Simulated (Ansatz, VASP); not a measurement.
# One calculation of Al3Pd, two programs

File INCAR:

```
PREC     = Accurate       # precision mode
ENCUT    = 520            # plane-wave cutoff, eV
EDIFF    = 1E-6           # SCF threshold, eV
ISMEAR   = -1             # smearing method
SIGMA    = 0.05           # smearing width, eV
LREAL    = False          # projectors in reciprocal space
LASPH    = True           # aspherical terms in the spheres
NELM     = 80             # most SCF steps
ALGO     = Normal         # electronic algorithm
ISIF     = 2              # what is computed and relaxed
LWAVE    = False          # write WAVECAR
LCHARG   = False          # write CHGCAR
NBANDS   = 18             # bands
```

The input KPOINTS:

```
regular mesh
0
Gamma
  7 7 7
```

POSCAR

```
Al3Pd
1.0
    3.8935668393      0.0000000000      0.0000000000
    0.0000000000      3.8935668393      0.0000000000
    0.0000000000      0.0000000000      3.8935668393
Pd Al
1 3
Direct
    0.0000000000      0.0000000000      0.0000000000
    0.5000000000      0.5000000000      0.0000000000
    0.5000000000      0.0000000000      0.5000000000
    0.0000000000      0.5000000000      0.5000000000
```

File input.yaml:

```yaml
crystal:
  lattice:
    - [3.8935668393, 0.0, 0.0]
    - [0.0, 3.8935668393, 0.0]
    - [0.0, 0.0, 3.8935668393]
  atoms:
    - { symbol: Pd, position: [0.0, 0.0, 0.0] }
    - { symbol: Al, position: [0.5, 0.5, 0.0] }
    - { symbol: Al, position: [0.5, 0.0, 0.5] }
    - { symbol: Al, position: [0.0, 0.5, 0.5] }
kpoints:
  mp_grid: { grid: [7, 7, 7] }
scf:
  occupations: { method: fermi_dirac, width: 0.05 }
hamiltonian:
  xc: lda
  pseudopotentials: { kind: all_electron, lapw: { basis_error: 0.002 } }
output:
  forces: true
  stress: true
  eigenvalues: true
```

Change from the starting cell: volume scaled by 0.96.

Alike in both runs: task single point; functional LDA; k mesh 7 × 7 × 7; occupations fermi-dirac, width 0.05 eV; no spin polarisation.

```csv
,VASP,Ansatz
version,VASP 6.6.1,Ansatz 0.2.0
potentials or method,"VASP PAW LDA potentials, release 64 (Pd, Al), cutoff 520 eV","all-electron LAPW, scalar-relativistic"
```

|  | VASP | Ansatz | Ansatz less VASP |
| --- | --- | --- | --- |
| gap on the k mesh at the Fermi level (eV) | none | none | - |
| pressure (GPa) | 0.0 | -0.3 | -0.26 |

LDA's correlation is that of Perdew and Zunger in VASP and of Perdew and Wang (1992) in Ansatz. A gap of «none» marks a metal or a gap that the smearing closes. Ansatz ran all-electron here, and VASP with PAW potentials.
